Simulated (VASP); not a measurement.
# CO2 (I-42d) in VASP: single point with r2SCAN

Aim: the single point of CO2 with r2SCAN.

All numbers are computed with VASP 6.6.1; they aren't measurements. Logs are shortened: lines on timing, memory, paths and dates and some standing lists are left out, and cuts for length are marked.

## Step 1: The cell of the first run

Symmetry: I-42d, No. 122, tetragonal system. Conventional cell: a = 3.949 Å, b = 3.949 Å, c = 6.028 Å, α = 90.00°, β = 90.00°, γ = 90.00°. Within 1.9 Å of C (site symmetry -4) lie 4 O at 1.40 Å. Within 1.9 Å of O (site symmetry 2) lie 2 C at 1.40 Å.

## Step 2: Single point, r2SCAN

The input, POSCAR:

```
CO2
1.0
   -1.9747270000      1.9747270000      3.0140580000
    1.9747270000     -1.9747270000      3.0140580000
    1.9747270000      1.9747270000     -3.0140580000
C O
2 4
Direct
    0.7500000000      0.2500000000      0.5000000000
    0.0000000000      0.0000000000      0.0000000000
    0.7097979999      0.1250000000      0.0847979999
    0.0402020001      0.6250000000      0.9152020001
    0.3750000000      0.2902020001      0.4152020001
    0.8750000000      0.9597979999      0.5847979999
```

The input, INCAR.step1:

```
SYSTEM = CO2
PREC = Accurate
ENCUT = 520
ISMEAR = 0
SIGMA = 0.01
LREAL = .False.
LASPH = .True.
NELM = 80
NBANDS = 25
GGA = PE
ALGO = Normal
EDIFF = 1E-4
LWAVE = .True.
LCHARG = .False.
```

The input, INCAR.step2:

```
SYSTEM = CO2
PREC = Accurate
ENCUT = 520
EDIFF = 1E-6
ISMEAR = 0
SIGMA = 0.01
LREAL = .False.
LASPH = .True.
NELM = 80
ALGO = Normal
ISIF = 2
LWAVE = .False.
LCHARG = .True.
METAGGA = R2SCAN
LMIXTAU = .True.
LELF = .True.
LVHAR = .True.
NBANDS = 25
ISTART = 1
```

The input, KPOINTS:

```
regular mesh
0
Gamma
  5 5 5
  0 0 0
```

Potentials or basis: VASP PAW PBE potentials, release 64 (C, O).

Launch:

```sh
$ cat potpaw_PBE.64/C/POTCAR potpaw_PBE.64/O/POTCAR > POTCAR
$ cp INCAR.step1 INCAR
$ mpirun -np 1 vasp_std > vasp.out
$ cp INCAR.step2 INCAR
$ mpirun -np 1 vasp_std > vasp.out
```

OUTCAR:

```text
SYSTEM = CO2
   PREC = Accurate
   ENCUT = 520
   EDIFF = 1E-6
   ISMEAR = 0
   LREAL = .False.
   LASPH = .True.
   NELM = 80
   ISIF = 2
   METAGGA = R2SCAN
   ISTART = 1

 ion  position               nearest neighbor table
   1  0.750  0.250  0.500-   4 1.40   3 1.40   5 1.40   6 1.40
   2  0.000  0.000  0.000-   5 1.40   4 1.40   3 1.40   6 1.40
   3  0.710  0.125  0.085-   1 1.40   2 1.40
   4  0.040  0.625  0.915-   1 1.40   2 1.40
   5  0.375  0.290  0.415-   2 1.40   1 1.40
   6  0.875  0.960  0.585-   1 1.40   2 1.40

  LATTYP: Found a body centered tetragonal cell.
 ALAT       =     3.9494540000
 C/A-ratio  =     1.5263162959

  Lattice vectors:

 A1 = (  -1.9747270000,   1.9747270000,   3.0140580000)
 A2 = (   1.9747270000,  -1.9747270000,   3.0140580000)
 A3 = (   1.9747270000,   1.9747270000,  -3.0140580000)

Analysis of symmetry for initial positions (statically):
=====================================================================
 Subroutine PRICEL returns:
 Original cell was already a primitive cell.

 Routine SETGRP: Setting up the symmetry group for a
 body centered tetragonal supercell.

 Subroutine GETGRP returns: Found  8 space group operations
 (whereof  4 operations were pure point group operations)
 out of a pool of 16 trial point group operations.

The static configuration has the point symmetry S_4 .
 The point group associated with its full space group is D_2d.

Analysis of symmetry for dynamics (positions and initial velocities):
=====================================================================
 Subroutine PRICEL returns:
 Original cell was already a primitive cell.

 Routine SETGRP: Setting up the symmetry group for a
 body centered tetragonal supercell.

 Subroutine GETGRP returns: Found  8 space group operations
 (whereof  4 operations were pure point group operations)
 out of a pool of 16 trial point group operations.

The dynamic configuration has the point symmetry S_4 .
 The point group associated with its full space group is D_2d.

 Subroutine INISYM returns: Found  8 space group operations
 (whereof  4 operations are pure point group operations),
 and found     1 'primitive' translations

----------------------------------------------------------------------------------------

                                     Primitive cell

[... 91 lines left out ...]
   EDIFF  = 0.1E-05   stopping-criterion for ELM
   LREAL  =      F    real-space projection
   EDIFFG = 0.1E-04   stopping-criterion for IOM
   NSW    =      0    number of steps for IOM
   IBRION =     -1    ionic relax: 0-MD 1-quasi-New 2-CG
   NFREE  =      0    steps in history (QN), initial steepest desc. (CG)
   ISIF   =      2    stress and relaxation
   ISYM   =      2    0-nonsym 1-usesym 2-fastsym
   POTIM  = 0.5000    time-step for ionic-motion
   TEBEG  =    0.0;   TEEND  =   0.0 temperature during run
   PSTRESS=    0.0 pullay stress
   NELECT =      32.0000    total number of electrons
   NUPDOWN=      -1.0000    fix difference up-down
   EMIN   =  10.00;   EMAX   =-10.00  energy-range for DOS
   EFERMI =   0.00;   METHOD = LEGACY
   ISMEAR =     0;   SIGMA  =   0.01  broadening in eV -4-tet -1-fermi 0-gaus
   EFERMI_NEDOS =   21; number of points for ismear=-14 and -15
   IALGO  =     38    algorithm
   IMIX   =      4    mixing-type and parameters
     AMIX     =   0.40;   BMIX     =  1.00
     AMIX_MAG =   1.60;   BMIX_MAG =  1.00
  volume/ion in A,a.u.               =       7.84        52.88
  Fermi-wavevector in a.u.,A,eV,Ry     =   1.440068  2.721333 28.215694  2.073795
  Thomas-Fermi vector in A             =   2.558853
   LORBIT       =      0    0 simple, 1 ext, 2 COOP (PROOUT), +10 PAW based schemes
   METAGGA = R2SCAN    functional components
   LHFCALC =     F    Hartree Fock is set to
   AEXX    =    0.0000 exact exchange contribution
   IVDW    =     0    specifies the selected vdW correction
   LEPSILON=     F    determine dielectric tensor
   LRPA    =     F    only Hartree local field effects (RPA)
 non-spin polarized calculation
 Gauss-broadening in eV      SIGMA  =   0.01
  energy-cutoff  :      520.00
  volume of cell :       47.01
 maximum number of plane-waves:      1307
   NGX = 15   NGY = 15   NGZ = 15

 number of electron      32.0000003 magnetization

 Free energy of the ion-electron system (eV)
  ---------------------------------------------------
  ext. energy  EPLUGINS =         0.00000000
  ---------------------------------------------------
  free energy    TOTEN  =       -49.35060230 eV

  energy without entropy =      -49.35060230  energy(sigma->0) =      -49.35060230

 E-fermi :   1.6375     XC(G=0): -11.8501

 val. band max:        1.5848616582   @ k =  -0.4000   0.4000   0.4000
 cond. band min:      10.0271170459   @ k =   0.0000   0.0000   0.0000
 fundamental gap:      8.4422553877
 Fermi energy:         1.6375158348

 k-point     1 :       0.0000    0.0000    0.0000
  band No.  band energies     occupation
      1     -23.4399      2.00000
      2     -18.2531      2.00000
      3     -18.2531      2.00000
      4     -17.6268      2.00000
      5     -13.4304      2.00000
      6      -8.0954      2.00000
[... 493 lines left out ...]
     24      17.0223      0.00000
     25      17.3740      0.00000

------------------------ aborting loop because EDIFF is reached ----------------------------------------

  FORCE on cell =-STRESS in cart. coord.  units (eV):
  Direction    XX          YY          ZZ          XY          YZ          ZX
  --------------------------------------------------------------------------------------
  -------------------------------------------------------------------------------------
  Total       -1.5584101     -1.5584101     -2.0253596      0.0000000      0.0000000      0.0000000
  in kB      -53.1088146    -53.1088146    -69.0219126      0.0000000      0.0000000      0.0000000
  external PRESSURE =     -58.4131806 kB  Pullay stress =       0.0000000 kB

 VOLUME and BASIS-vectors are now :
 -----------------------------------------------------------------------------
  energy-cutoff  :      520.00
  volume of cell :       47.01
      direct lattice vectors                 reciprocal lattice vectors
    -1.974727000  1.974727000  3.014058000     0.000000000  0.253199556  0.165889309
     1.974727000 -1.974727000  3.014058000     0.253199556  0.000000000  0.165889309
     1.974727000  1.974727000 -3.014058000     0.253199556  0.253199556  0.000000000

 POSITION                                       TOTAL-FORCE (eV/Angst)
 -----------------------------------------------------------------------------------
     -0.00000      1.97473      1.50703        -0.000000      0.000000      0.000000
      0.00000      0.00000      0.00000         0.000000     -0.000000      0.000000
     -0.98736      1.32227      2.26054         0.000000      0.148940     -0.000000
      2.96209      0.65246     -0.75351         0.000000     -0.148940      0.000000
      0.65246      0.98736      0.75351        -0.148940      0.000000      0.000000
      1.32227      0.98736      3.76757         0.148940      0.000000     -0.000000
 -----------------------------------------------------------------------------------
    total drift:                                0.000001      0.000001      0.000000

  FREE ENERGIE OF THE ION-ELECTRON SYSTEM (eV)
  ---------------------------------------------------
  free  energy   TOTEN  =       -49.3506023026 eV

  energy  without entropy=      -49.3506023026  energy(sigma->0) =      -49.35060230
```

OUTCAR.step1:

```text
SYSTEM = CO2
   PREC = Accurate
   ENCUT = 520
   ISMEAR = 0
   LREAL = .False.
   LASPH = .True.
   NELM = 80
[... 733 lines left out ...]
      2.96209      0.65246     -0.75351        -0.000000      0.060485     -0.000000
      0.65246      0.98736      0.75351         0.060485      0.000000     -0.000000
      1.32227      0.98736      3.76757        -0.060485      0.000000      0.000000
 -----------------------------------------------------------------------------------
    total drift:                                0.000001      0.000001      0.000001

  FREE ENERGIE OF THE ION-ELECTRON SYSTEM (eV)
  ---------------------------------------------------
  free  energy   TOTEN  =       -43.4269931101 eV

  energy  without entropy=      -43.4269931101  energy(sigma->0) =      -43.42699311
```

OSZICAR.step1:

```text
N       E                     dE             d eps       ncg     rms          rms(c)
DAV:   1     0.153251657011E+03    0.15325E+03   -0.18534E+04   900   0.128E+03
DAV:   2    -0.388186956277E+02   -0.19207E+03   -0.18528E+03  1202   0.293E+02
DAV:   3    -0.463834859248E+02   -0.75648E+01   -0.75236E+01  1176   0.571E+01
DAV:   4    -0.464435051097E+02   -0.60019E-01   -0.59984E-01  1071   0.571E+00
DAV:   5    -0.464441084578E+02   -0.60335E-03   -0.60300E-03  1180   0.548E-01    0.130E+01
DAV:   6    -0.434455317529E+02    0.29986E+01   -0.61599E+00  1101   0.204E+01    0.518E+00
DAV:   7    -0.434362699329E+02    0.92618E-02   -0.70924E-01  1157   0.577E+00    0.292E+00
DAV:   8    -0.434303632946E+02    0.59066E-02   -0.69394E-02  1030   0.244E+00    0.553E-01
DAV:   9    -0.434268278181E+02    0.35355E-02   -0.15222E-02  1086   0.106E+00    0.205E-01
DAV:  10    -0.434270389845E+02   -0.21117E-03   -0.23933E-03  1195   0.349E-01    0.731E-02
DAV:  11    -0.434269931101E+02    0.45874E-04   -0.19572E-04   813   0.116E-01
   1 F= -.43426993E+02 E0= -.43426993E+02  d E =-.103104E-21
```

It took 2.9 min on 1 thread of AMD EPYC 7R13, shared host; peak memory 0.15 GiB.

What came out:

- Free energy: -49.3506 eV
- Pressure: -5.8 GPa
- Largest force: 0.149 eV/Å
- Band gap on the k mesh: 8.44 eV, indirect (least direct gap 8.83 eV)

Forces on the atoms (eV/Å):
```
C    0.000  0.000  0.000
C    0.000  0.000  0.000
O    0.000  0.149  0.000
O    0.000 -0.149  0.000
O   -0.149  0.000  0.000
O    0.149  0.000  0.000
```

Caveat: the k points lie up to 0.45 Å⁻¹ apart; the PAW data sets were made with another functional, which shifts forces and pressure a little.
